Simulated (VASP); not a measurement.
A run of VASP 6.6.1:

Contents of INCAR:

```
SYSTEM = Ru
  PREC = Accurate
  ENCUT = 520
  EDIFF = 1E-6
  ISMEAR = 0
  SIGMA = 0.05
  LREAL = .False.
  LASPH = .True.
  NELM = 100
  ALGO = Normal
  ISIF = 2
  LWAVE = .False.
  LCHARG = .True.
  GGA = PE
  LELF = .True.
  LVHAR = .True.
  NBANDS = 13
```

KPOINTS

```
Automatic mesh
0
Gamma
  10 10 10
  0 0 0
```

Contents of POSCAR:

```
Ru
1.0
   -1.5537761820      1.5537761820      1.5537761820
    1.5537761820     -1.5537761820      1.5537761820
    1.5537761820      1.5537761820     -1.5537761820
Ru
1
Direct
    0.0000000000      0.0000000000      0.0000000000
```

Potentials or basis: VASP PAW PBE potentials, release 64 (Ru_pv).

The run is started by

```console
$ cat potpaw_PBE.64/Ru_pv/POTCAR > POTCAR
$ mpirun -np 1 vasp_std > vasp.out
```

Hardware: 1 thread of AMD EPYC 9R14 (Zen 4) (shared host).

Question: Estimate the wall time of this run.

Answer: Wall time 4.9 s on 1 thread of AMD EPYC 9R14 (Zen 4) (shared host), peak memory 0.1 GiB. Counts: scf iterations 10, k points 47.
